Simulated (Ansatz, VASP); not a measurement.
## Two plane-wave programs on TaN

File INCAR:

```
PREC = Accurate ; ENCUT = 520
EDIFF = 1E-6 ; ISMEAR = 0
SIGMA = 0.15 ; LREAL = False
LASPH = True ; NELM = 80
ALGO = Normal ; ISIF = 2
LWAVE = False ; LCHARG = False
GGA = PE ; NBANDS = 15
```

KPOINTS

```
Automatic mesh
0
Gamma
  18 18 18
```

File POSCAR:

```
TaN
1.0
    0.0000000000      2.2081122569      2.2081122569
    2.2081122569      0.0000000000      2.2081122569
    2.2081122569      2.2081122569      0.0000000000
Ta N
1 1
Direct
    0.5000000000      0.5031656160      0.5000000000
    0.0000000000     -0.0408946600      0.0000000000
```

Input for Ansatz:

```yaml
crystal:
  lattice:
    - [0.0, 2.2081122569, 2.2081122569]
    - [2.2081122569, 0.0, 2.2081122569]
    - [2.2081122569, 2.2081122569, 0.0]
  atoms:
    - { symbol: Ta, position: [0.5, 0.503165616, 0.5] }
    - { symbol: "N", position: [0.0, -0.04089466, 0.0] }
basis:
  ecutwfc: 520.0
kpoints:
  mp_grid: { grid: [18, 18, 18] }
hamiltonian:
  xc: pbe
  pseudopotentials: { kind: paw, azcp: { folder: soft_1 } }
scf:
  occupations: { method: gaussian, width: 0.15 }
output:
  forces: true
  stress: true
  eigenvalues: true
```

Change from the starting cell: mode 4 frozen in at -0.090 Å and mode 6 at -0.090 Å (largest displacements).

Alike in both runs: task single point; functional PBE; k mesh 18 × 18 × 18; occupations gaussian, width 0.15 eV; no spin polarisation.

|  | VASP | Ansatz |
| --- | --- | --- |
| version | VASP 6.6.1 | Ansatz 0.2.0 |
| potentials or method | VASP PAW PBE potentials, release 64 (Ta_pv, N), cutoff 520 eV | scalar-relativistic, plane waves, PAW |
| valence electrons in the cell | 16 | 18 |

VASP gave:

- gap on the k mesh at the Fermi level (eV): none
- pressure (GPa): 4.0
- traceless stress, the component that is largest in VASP (GPa): -3.00
- rms of the force components (eV/Å): 0.638

Question: What did Ansatz give for the same quantities?

Answer: gap on the k mesh at the Fermi level (eV): none; pressure (GPa): 3.0; traceless stress, the component that is largest in VASP (GPa): -2.95; rms of the force components (eV/Å): 0.636.

Atom by atom the forces differ by 0.002 eV/Å (rms over components). A gap of «none» marks a metal or a gap that the smearing closes. VASP's potentials hold 16 valence electrons a cell and Ansatz's 18, so a difference there can come from the potentials and not from the codes.

Spin-orbit coupling is off throughout.
